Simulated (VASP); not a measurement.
A run of VASP 6.6.1:

The input INCAR:

```
SYSTEM = Co
AGGAC = 1.0 ; AGGAX = 1.0
ALDAC = 0.0 ; ALDAX = 1.0
ALGO = Fast ; EDIFF = 1E-6
ENCUT = 520 ; GGA = B5
ISIF = 2 ; ISMEAR = -1
ISPIN = 2 ; LASPH = .TRUE.
LCHARG = .FALSE. ; LMAXMIX = 4
LORBIT = 11 ; LREAL = .FALSE.
LWAVE = .FALSE. ; MAGMOM = 2 2 2 2
NBANDS = 30 ; NELM = 150
PREC = Accurate ; SIGMA = 0.05
```

KPOINTS

```
k-points
0
G
  12 12 4
  0 0 0
```

File POSCAR:

```
Co
1.0
    2.5030729010      0.0000000000      0.0000000000
   -1.2515364506      2.1677247198      0.0000000000
    0.0000000000      0.0000000000      8.1946701348
Co
4
Direct
    0.6666666667      0.3333333333      0.7500000000
    0.0000000000      0.0000000000      0.5000000000
    0.3333333333      0.6666666667      0.2500000000
    0.0000000000      0.0000000000      0.0000000000
```

Potentials or basis: VASP PAW PBE potentials, release 64 (Co).

The run is started by

```bash
$ cat potpaw_PBE.64/Co/POTCAR > POTCAR
$ mpirun -np 1 vasp_std > vasp.out
```

Hardware: 1 thread of AMD EPYC 7R43 64-Core Processor (Zen 3), with other jobs on the host.

Task: Estimate the wall time of this run.

Result: Wall time 2.9 min on 1 thread of AMD EPYC 7R43 64-Core Processor (Zen 3), with other jobs on the host, peak memory 0.2 GiB. Counts: scf iterations 17, k points 57.
